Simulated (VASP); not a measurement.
Wanted: the native input for a VASP 6.6.1 run.

```yaml
Task: relaxation of cell and atoms
Functional: PBE
Potentials_or_basis: VASP PAW PBE potentials, release 64 (Sn_d)
Cutoff: 600 eV
k_mesh: 17 × 17 × 17
Occupations: fermi-dirac, width 0.08 eV
Spin: no spin polarisation
Target_pressure: 87 GPa
Dipole_correction: no
Further_INCAR_settings: ALGO = Normal; EDIFF = 1e-07; IBRION = 2; EDIFFG = -0.005; NSW = 60; ISIF = 3
```

The structure of Sn lies in POSCAR:

```
Sn
1.0
   -1.6020679864      1.6020679864      1.6020679864
    1.6020679864     -1.6020679864      1.6020679864
    1.6020679864      1.6020679864     -1.6020679864
Sn
1
Direct
    0.0000000000      0.0000000000      0.0000000000
```

One way to write it, as run:

INCAR

```
SYSTEM = Sn
  ALGO = Normal
  EDIFF = 1E-7
  EDIFFG = -0.005
  ENCUT = 600
  GGA = PE
  IBRION = 2
  ISIF = 3
  ISMEAR = -1
  LASPH = .True.
  LCHARG = .False.
  LREAL = .False.
  LWAVE = .False.
  NELM = 60
  NSW = 60
  PREC = Accurate
  PSTRESS = 870.0
  SIGMA = 0.08
```

KPOINTS

```
k-points
0
Gamma
  17 17 17
  0 0 0
```

Potentials or basis: VASP PAW PBE potentials, release 64 (Sn_d).

The run is started by

```sh
$ cat potpaw_PBE.64/Sn_d/POTCAR > POTCAR
$ mpirun -np 1 vasp_std > vasp.out
```

Results of the run:

```yaml
Relaxed_volume: 16.43 Å³/atom
Relaxed_cell: a = 2.774 Å, b = 2.774 Å, c = 2.774 Å, α = 109.47°, β = 109.47°, γ = 109.47°
Space_group_after_relaxing_to_0.05_Å: Im-3m (No. 229)
Energy_change_on_relaxing_the_enthalpy_is_what_falls: +8.6 meV/atom
Ionic_steps: 3
Pressure_after_relaxing: 87.0 GPa
Band_gap_on_the_k_mesh: zero (band 7 reaches 28.56 eV, above the bottom of band 8 at 11.58 eV)
```

Caveat: the cell is relaxed towards a set pressure, so the enthalpy falls and the energy may rise; spin-orbit coupling is left out, which moves the levels of the heavy elements.

Run time: 41 s on 1 thread of Intel Xeon 6975P-C (shared host), peak memory 0.17 GiB.
